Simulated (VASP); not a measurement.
Runs of VASP 6.6.1 on MgO. The structure is that of space group Fm-3m (No. 225), or close to it. The cells are those of the table. 

```csv
cell,k mesh,gap on the mesh (eV),pressure (GPa)
"a = 2.973 Å, angles 60.0°, 2 atoms",10 × 10 × 10,5.70,0.5
"a = 3.002 Å, angles 60.0°, 2 atoms",8 × 8 × 8,5.41,-4.1
"a = 2.943 Å, angles 60.0°, 2 atoms",8 × 8 × 8,(b),(a)
"a = 3.031 Å, angles 60.0°, 2 atoms",8 × 8 × 8,5.13,-8.0
"a = 2.973 Å, angles 60.0°, 2 atoms",8 × 8 × 8,5.70,0.5
```

Alike in all rows: task single point; level r2SCAN; potentials or basis VASP PAW PBE potentials, release 64 (Mg_sv, O); no spin polarisation; cutoff (eV) 920; smearing gaussian 0.01 eV.

Question: Fill in the values left out.

Answer: (a) 5.9; (b) 6.02.

Caveats: the PAW data sets were made with another functional, which shifts forces and pressure a little; the cell stands under tension (at least some runs); the cell stands under pressure (at least some runs).

